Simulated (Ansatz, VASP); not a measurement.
Two plane-wave programs on Ti

```xyz
1
Lattice="0.0000 2.0578 1.9755 2.0578 0.0000 1.9755 2.0578 2.0578 0.0000" Properties=species:S:1:pos:R:3 pbc="T T T"
Ti    0.0000    0.0000    0.0000
```

Alike in both runs: task single point; functional r2SCAN; k mesh 22 × 22 × 22; occupations gaussian, width 0.15 eV; no spin polarisation.

```csv
,VASP,Ansatz
version,VASP 6.6.1,Ansatz 0.2.0
potentials or method,"VASP PAW PBE potentials, release 64 (Ti_sv), cutoff 520 eV","scalar-relativistic, plane waves, PAW"
valence electrons in the cell,12,12
```

```tsv
	VASP	Ansatz	Ansatz less VASP
gap on the k mesh at the Fermi level (eV)	none	none	-
pressure (GPa)	4.8	4.4	-0.44
traceless stress, the component that is largest in VASP (GPa)	0.91	0.90	-0.009
```

VASP's potentials were made for PBE, not for r2SCAN. A gap of «none» marks a metal or a gap that the smearing closes.
